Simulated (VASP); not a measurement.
Runs of VASP 6.6.1 on Ta2C. The structure is that of space group P-3m1 (No. 164), or close to it. The cells are those of the table. 

| task | level | cell | cutoff (eV) | gap on the mesh (eV) | pressure (GPa) | relaxed volume (Å³/atom) | largest force (eV/Å) |
| --- | --- | --- | --- | --- | --- | --- | --- |
| single point | PBEsol | a = 3.096, b = 3.096, c = 4.919 Å, angles 90.0, 90.0, 120.0°, 3 atoms | 520 | none | 0.5 | - | 0.05 |
| relaxation of cell and atoms | PBEsol+D3(BJ) | relaxed from a = 3.106, b = 3.106, c = 4.946 Å, angles 90.0, 90.0, 120.0°, 3 atoms | 600 | none | 0.0 | (a) | - |
| single point | PBEsol+D3(BJ) | a = 3.072, b = 3.072, c = 4.881 Å, angles 90.0, 90.0, 120.0°, 3 atoms | 520 | none | 0.6 | - | 0.05 |
| relaxation of cell and atoms | PBEsol | relaxed from a = 3.106, b = 3.106, c = 4.946 Å, angles 90.0, 90.0, 120.0°, 3 atoms | 600 | none | 0.0 | 13.63 | - |

Alike in all rows: potentials or basis VASP PAW PBE potentials, release 64 (Ta_pv, C); no spin polarisation; k mesh 10 × 10 × 6; smearing methfessel-paxton 0.15 eV.

Task: Fill in the values left out.

Result: (a) 13.32.

Caveats: the PAW data sets were made with another functional, which shifts forces and pressure a little; spin-orbit coupling is left out, which moves the levels of the heavy elements; pairwise dispersion overbinds metals, which lowers pressure and volume (some runs).

A k mesh can miss the band edges, and the runs leave out spin-orbit coupling on Ta.

A gap of «none» marks levels without a gap at the run's occupations.
